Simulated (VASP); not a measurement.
Input of a VASP 6.6.1 run:

POSCAR

```
Al3GaN4
1.0
    0.0000000000      0.0000000000     -5.0428576410
    3.1297944066      5.4209629296      0.0000000000
    3.1274710290     -5.4196215268      0.0000000000
Al Ga N
6 2 8
Direct
    0.0026689397      0.1685435367      0.3337797530
    0.0029215436      0.1668749131      0.8337498262
    0.0026689397      0.6652362163      0.3337797530
    0.5026689397      0.3314564633      0.6662202470
    0.5029215436      0.3331250869      0.1662501738
    0.5026689397      0.8347637837      0.6662202470
    0.0016329074      0.6657276886      0.8314553772
    0.5016329074      0.8342723114      0.1685446228
    0.6258497935      0.1740395463      0.3367463206
    0.6239314565      0.1668906717      0.8337813434
    0.6258497935      0.6627067743      0.3367463206
    0.6144766261      0.6633598092      0.8267196185
    0.1258497935      0.3259604537      0.6632536794
    0.1239314565      0.3331093283      0.1662186566
    0.1258497935      0.8372932257      0.6632536794
    0.1144766261      0.8366401908      0.1732803815
```

File INCAR.step1:

```
SYSTEM = Al3GaN4
PREC = Accurate ; ENCUT = 520
ISMEAR = 0 ; SIGMA = 0.02
LREAL = Auto ; LASPH = .TRUE.
NELM = 60 ; NBANDS = 56
GGA = PE ; ALGO = Normal
EDIFF = 1E-4 ; LWAVE = .TRUE.
LCHARG = .FALSE.
```

INCAR.step2

```
SYSTEM = Al3GaN4
PREC = Accurate ; ENCUT = 520
EDIFF = 1E-7 ; ISMEAR = 0
SIGMA = 0.02 ; LREAL = Auto
LASPH = .TRUE. ; NELM = 60
ALGO = Normal ; ISIF = 2
LWAVE = .FALSE. ; LCHARG = .FALSE.
METAGGA = R2SCAN ; LMIXTAU = .TRUE.
NBANDS = 56 ; ISTART = 1
```

Contents of KPOINTS:

```
regular mesh
0
G
  6 4 4
  0 0 0
```

Potentials or basis: VASP PAW PBE potentials, release 64 (Al, Ga_d, N).

Run with:

```console
$ cat potpaw_PBE.64/Al/POTCAR potpaw_PBE.64/Ga_d/POTCAR potpaw_PBE.64/N/POTCAR > POTCAR
$ cp INCAR.step1 INCAR
$ mpirun -np 1 vasp_std > vasp.out
$ cp INCAR.step2 INCAR
$ mpirun -np 1 vasp_std > vasp.out
```

Predict the largest force.

0.166 eV/Å.

What does it give for the band gap on the k mesh?

4.15 eV.

Stress tensor (GPa, compression positive):
```
-0.89 -0.01  0.00
-0.01 -0.89  0.00
 0.00  0.00 -0.77
```

Caveat: the PAW data sets were made with another functional, which shifts forces and pressure a little. A k mesh can miss the band edges.
